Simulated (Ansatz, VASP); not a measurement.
Two plane-wave programs on In

INCAR

```
  PREC = Accurate
  ENCUT = 520
  EDIFF = 1E-7
  ISMEAR = 0
  SIGMA = 0.1
  LREAL = F
  LASPH = T
  NELM = 100
  ALGO = Fast
  ISIF = 2
  LWAVE = F
  LCHARG = T
  GGA = PE
  LELF = T
  LVHAR = T
  NBANDS = 20
```

Contents of KPOINTS:

```
regular mesh
0
Gamma
  12 12 8
```

The input POSCAR:

```
In
1.0
    3.3350178141     -0.0054034853      0.0008672260
   -1.6721884626      2.9294460100      0.0023105708
    0.0014323772      0.0052336858      5.4901363769
In
2
Direct
    0.3422545081      0.6650395924      0.2591193859
    0.6577454919      0.3349604076      0.7408806141
```

Input for Ansatz:

```yaml
crystal:
  lattice:
    - [3.3350178141, -0.0054034853, 0.000867226]
    - [-1.6721884626, 2.92944601, 0.0023105708]
    - [0.0014323772, 0.0052336858, 5.4901363769]
  atoms:
    - { symbol: In, position: [0.3422545081, 0.6650395924, 0.2591193859] }
    - { symbol: In, position: [0.6577454919, 0.3349604076, 0.7408806141] }
basis:
  ecutwfc: 420
kpoints:
  mp_grid: { grid: [12, 12, 8] }
hamiltonian:
  xc: pbe
scf:
  occupations: { method: gaussian, width: 0.1 }
output:
  forces: true
  stress: true
  eigenvalues: true
```

Change from the starting cell: all atoms moved at random, cell strained at random.

Alike in both runs: task single point; functional PBE; k mesh 12 × 12 × 8; occupations gaussian, width 0.1 eV; no spin polarisation.

```csv
,VASP,Ansatz
version,VASP 6.6.1,Ansatz 0.2.0
potentials or method,"VASP PAW PBE potentials, release 64 (In_d), cutoff 520 eV","scalar-relativistic, plane waves, PAW"
valence electrons in the cell,26,26
```

```tsv
	VASP	Ansatz	Ansatz less VASP
gap on the k mesh at the Fermi level (eV)	none	none	-
pressure (GPa)	1.3	1.4	+0.01
traceless stress, the component that is largest in VASP (GPa)	-0.08	-0.08	0.000
rms of the force components (eV/Å)	0.162	0.162	+0.0001
```

Atom by atom the forces differ by 0.000 eV/Å (rms over components). A gap of «none» marks a metal or a gap that the smearing closes.
